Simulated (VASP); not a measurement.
# CuF (P6_3mc) in VASP: single point with PBE

Aim: the single point of CuF with PBE.

All numbers are computed with VASP 6.6.1; they aren't measurements. Logs are shortened: lines on timing, memory, paths and dates and some standing lists are left out, and cuts for length are marked.

## 1. The cell of the first run

The structure is hexagonal, space group P6_3mc (No. 186). Conventional cell: a = 2.871 Å, b = 2.871 Å, c = 6.800 Å, α = 90.00°, β = 90.00°, γ = 120.00°. Within 2.6 Å of Cu (site symmetry 3m) lie 4 F at 1.93 to 2.22 Å. F (site symmetry 3m) has 4 Cu at 1.93 to 2.22 Å within 2.6 Å.

## 2. Single point, PBE

Input file INCAR:

```
ALGO = Normal
EDIFF = 1E-6
ENCUT = 1350
GGA = PE
GGA_COMPAT = False
ISIF = 2
ISMEAR = 0
LASPH = True
LCHARG = True
LELF = True
LREAL = False
LVHAR = True
LWAVE = False
NBANDS = 34
NELM = 120
PREC = Accurate
SIGMA = 0.1
```

Input file KPOINTS:

```
k-points
0
Gamma
  9 9 4
```

Input file POSCAR:

```
CuF
1.0
    2.8711104923      0.0000002755      0.0000000000
   -1.4355554847      2.4864544857      0.0000000000
    0.0000000000      0.0000000000      6.8001054957
Cu F
2 2
Direct
    0.0000000000      0.0000000000      0.0458235770
    0.3333333333      0.6666666667      0.5458235770
    0.0000000000      0.0000000000      0.3291764230
    0.3333333333      0.6666666667      0.8291764230
```

Potentials or basis: VASP PAW PBE potentials, release 64 (Cu_sv_GW, F_h).

Run with:

```sh
$ cat potpaw_PBE.64/Cu_sv_GW/POTCAR potpaw_PBE.64/F_h/POTCAR > POTCAR
$ mpirun -np 1 vasp_std > vasp.out
```

OUTCAR:

```text
EDIFF = 1E-6
   ENCUT = 1350
   GGA = PE
   ISIF = 2
   ISMEAR = 0
   LASPH = True
   LREAL = False
   NELM = 120
   PREC = Accurate

 ion  position               nearest neighbor table
   1  0.000  0.000  0.046-   3 1.93
   2  0.333  0.667  0.546-   4 1.93
   3  0.000  0.000  0.329-   1 1.93
   4  0.333  0.667  0.829-   2 1.93

  LATTYP: Found a hexagonal cell.
 ALAT       =     2.8711104923
 C/A-ratio  =     2.3684583070

  Lattice vectors:

 A1 = (   2.8711104923,   0.0000002755,   0.0000000000)
 A2 = (  -1.4355554847,   2.4864544857,   0.0000000000)
 A3 = (   0.0000000000,   0.0000000000,   6.8001054957)

Analysis of symmetry for initial positions (statically):
=====================================================================
 Subroutine PRICEL returns:
 Original cell was already a primitive cell.

 Routine SETGRP: Setting up the symmetry group for a
 hexagonal supercell.

 Subroutine GETGRP returns: Found 12 space group operations
 (whereof  6 operations were pure point group operations)
 out of a pool of 24 trial point group operations.

The static configuration has the point symmetry C_3v.
 The point group associated with its full space group is C_6v.

Analysis of symmetry for dynamics (positions and initial velocities):
=====================================================================
 Subroutine PRICEL returns:
 Original cell was already a primitive cell.

 Routine SETGRP: Setting up the symmetry group for a
 hexagonal supercell.

 Subroutine GETGRP returns: Found 12 space group operations
 (whereof  6 operations were pure point group operations)
 out of a pool of 24 trial point group operations.

The dynamic configuration has the point symmetry C_3v.
 The point group associated with its full space group is C_6v.

 Subroutine INISYM returns: Found 12 space group operations
 (whereof  6 operations are pure point group operations),
 and found     1 'primitive' translations

----------------------------------------------------------------------------------------

                                     Primitive cell

  volume of cell :      48.5452

  direct lattice vectors                    reciprocal lattice vectors
     2.871110492  0.000000275  0.000000000     0.348297269  0.201089567  0.000000000
[... 81 lines left out ...]
   PREC   = accura    normal or accurate (medium, high low for compatibility)
   ISTART =      0    job   : 0-new  1-cont  2-samecut
   ICHARG =      2    charge: 1-file 2-atom 10-const
   ISPIN  =      1    spin polarized calculation?
   LNONCOLLINEAR =      F non collinear calculations
   LSORBIT =      F    spin-orbit coupling
   LASPH  =      T    aspherical Exc in radial PAW
   ENCUT  = 1350.0 eV  99.22 Ry    9.96 a.u.   8.60  8.60 20.37*2*pi/ulx,y,z
   NELM   =    120;   NELMIN=  2; NELMDL= -5     # of ELM steps
   EDIFF  = 0.1E-05   stopping-criterion for ELM
   LREAL  =      F    real-space projection
   EDIFFG = 0.1E-04   stopping-criterion for IOM
   NSW    =      0    number of steps for IOM
   IBRION =     -1    ionic relax: 0-MD 1-quasi-New 2-CG
   NFREE  =      0    steps in history (QN), initial steepest desc. (CG)
   ISIF   =      2    stress and relaxation
   ISYM   =      2    0-nonsym 1-usesym 2-fastsym
   POTIM  = 0.5000    time-step for ionic-motion
   TEBEG  =    0.0;   TEEND  =   0.0 temperature during run
   PSTRESS=    0.0 pullay stress
   NELECT =      52.0000    total number of electrons
   NUPDOWN=      -1.0000    fix difference up-down
   EMIN   =  10.00;   EMAX   =-10.00  energy-range for DOS
   EFERMI =   0.00;   METHOD = LEGACY
   ISMEAR =     0;   SIGMA  =   0.10  broadening in eV -4-tet -1-fermi 0-gaus
   EFERMI_NEDOS =   21; number of points for ismear=-14 and -15
   IALGO  =     38    algorithm
   IMIX   =      4    mixing-type and parameters
     AMIX     =   0.40;   BMIX     =  1.00
     AMIX_MAG =   1.60;   BMIX_MAG =  1.00
  volume/ion in A,a.u.               =      12.14        81.90
  Fermi-wavevector in a.u.,A,eV,Ry     =   1.675048  3.165382 38.175032  2.805786
  Thomas-Fermi vector in A             =   2.759736
   LORBIT       =      0    0 simple, 1 ext, 2 COOP (PROOUT), +10 PAW based schemes
   GGA     = PE    functional components
   LHFCALC =     F    Hartree Fock is set to
   AEXX    =    0.0000 exact exchange contribution
   IVDW    =     0    specifies the selected vdW correction
   LEPSILON=     F    determine dielectric tensor
   LRPA    =     F    only Hartree local field effects (RPA)
 non-spin polarized calculation
 Gauss-broadening in eV      SIGMA  =   0.10
  energy-cutoff  :     1350.00
  volume of cell :       48.55
 maximum number of plane-waves:      5512
 NGX is ok and might be reduce to    36
   NGX = 17   NGY = 17   NGZ = 41

 number of electron      52.0000003 magnetization

 Free energy of the ion-electron system (eV)
  ---------------------------------------------------
  ext. energy  EPLUGINS =         0.00000000
  ---------------------------------------------------
  free energy    TOTEN  =       -14.82424733 eV

  energy without entropy =      -14.82334628  energy(sigma->0) =      -14.82379681

 E-fermi :   3.7589     XC(G=0): -11.0845

 val. band max:        3.7366923589   @ k =   0.0000   0.0000   0.0000
 cond. band min:       3.9717696863   @ k =   0.1111   0.0000   0.0000
 fundamental gap:      0.2350773275
 Fermi energy:         3.7589270640

 k-point     1 :       0.0000    0.0000    0.0000
  band No.  band energies     occupation
      1    -107.2828      2.00000
      2    -107.2828      2.00000
      3     -64.7360      2.00000
      4     -64.7350      2.00000
      5     -64.6732      2.00000
      6     -64.6732      2.00000
[... 877 lines left out ...]
     33      17.4102      0.00000
     34      17.9552      0.00000

 [... further k-points ...]
[... 5 lines left out ...]
  --------------------------------------------------------------------------------------
  -------------------------------------------------------------------------------------
  Total       -0.1662719     -0.1662719     -0.0625902     -0.0000000      0.0000000      0.0000000
  in kB       -5.4876110     -5.4876110     -2.0657183     -0.0000000      0.0000000      0.0000000
  external PRESSURE =      -4.3469801 kB  Pullay stress =       0.0000000 kB

 VOLUME and BASIS-vectors are now :
 -----------------------------------------------------------------------------
  energy-cutoff  :     1350.00
  volume of cell :       48.55
      direct lattice vectors                 reciprocal lattice vectors
     2.871110492  0.000000275  0.000000000     0.348297269  0.201089567  0.000000000
    -1.435555485  2.486454486  0.000000000    -0.000000039  0.402179067  0.000000000
     0.000000000  0.000000000  6.800105496     0.000000000  0.000000000  0.147056542

 POSITION                                       TOTAL-FORCE (eV/Angst)
 -----------------------------------------------------------------------------------
      0.00000      0.00000      0.31161         0.000000      0.000000      0.002957
     -0.00000      1.65764      3.71166         0.000000     -0.000000      0.002957
      0.00000      0.00000      2.23843         0.000000     -0.000000     -0.002957
     -0.00000      1.65764      5.63849        -0.000000      0.000000     -0.002957
 -----------------------------------------------------------------------------------
    total drift:                                0.000001     -0.000001      0.006910

  FREE ENERGIE OF THE ION-ELECTRON SYSTEM (eV)
  ---------------------------------------------------
  free  energy   TOTEN  =       -14.8242473332 eV

  energy  without entropy=      -14.8233462830  energy(sigma->0) =      -14.82379681
```

OSZICAR:

```text
N       E                     dE             d eps       ncg     rms          rms(c)
DAV:   1     0.142449246355E+04    0.14245E+04   -0.50434E+04  3636   0.812E+03
DAV:   2     0.194590470814E+03   -0.12299E+04   -0.11872E+04  4082   0.150E+03
DAV:   3    -0.295223991352E+01   -0.19754E+03   -0.18946E+03  4798   0.681E+02
DAV:   4    -0.166818469001E+02   -0.13730E+02   -0.13395E+02  4622   0.223E+02
DAV:   5    -0.170253807223E+02   -0.34353E+00   -0.33940E+00  4384   0.265E+01    0.104E+01
DAV:   6    -0.160927828149E+02    0.93260E+00   -0.16289E+01  4328   0.178E+02    0.917E+00
DAV:   7    -0.148325516129E+02    0.12602E+01   -0.59890E+00  4192   0.150E+02    0.271E+00
DAV:   8    -0.148352764948E+02   -0.27249E-02   -0.37374E-01  4496   0.721E+00    0.131E+00
DAV:   9    -0.148239952848E+02    0.11281E-01   -0.36895E-02  4184   0.703E+00    0.239E-01
DAV:  10    -0.148244176889E+02   -0.42240E-03   -0.57041E-03  4584   0.248E+00    0.136E-01
DAV:  11    -0.148242532214E+02    0.16447E-03   -0.82110E-04  4520   0.157E+00    0.454E-02
DAV:  12    -0.148242451229E+02    0.80985E-05   -0.13448E-04  3528   0.183E-01    0.700E-03
DAV:  13    -0.148242467227E+02   -0.15998E-05   -0.86896E-06  3424   0.653E-02    0.386E-03
DAV:  14    -0.148242473332E+02   -0.61049E-06   -0.62809E-07  1888   0.336E-02
   1 F= -.14824247E+02 E0= -.14823797E+02  d E =-.901050E-03
```

stdout:

```text
POSCAR found type information on POSCAR CuF
 POSCAR found :  2 types and       4 ions
 scaLAPACK will be used
 LDA part: xc-table for (Slater+PW92), standard interpolation
 POSCAR, INCAR and KPOINTS ok, starting setup
 FFT: planning ... GRIDC
 FFT: planning ... GRID_SOFT
 FFT: planning ... GRID
 WAVECAR not read
 entering main loop
```

Run time: 6 min. Hardware: 1 thread of AMD EPYC 7R43 (Zen 3), shared host; peak memory 0.45 GiB.

Results:

```yaml
Free_energy: -14.8242 eV
Pressure: -0.4 GPa
Band_gap_on_the_k_mesh: 0.12 eV (least direct gap 0.41 eV)
```

Forces in eV/Å, atoms in the order of the input:
```
Cu   0.000  0.000  0.003
Cu   0.000  0.000  0.003
F    0.000  0.000 -0.003
F    0.000  0.000 -0.003
```

Levels at points of the mesh, in eV from the valence-band top:
```csv
k point,band 22,band 23,band 24,band 25,band 26,band 27,band 28,band 29,band 30,band 31
"(0.00, 0.00, 0.00)",-1.08,-0.79,-0.79,-0.29,-0.29,0.12,3.12,5.66,11.43,13.71
"(0.00, 0.00, 0.50)",-1.14,-0.52,-0.52,-0.52,-0.52,1.13,1.13,8.31,8.31,17.73
```

Caveat: semilocal functionals underestimate gaps, and a narrow one can read as zero. A k mesh can miss the band edges.

The gap in the log of VASP goes by the Fermi energy; the results here count the filled bands.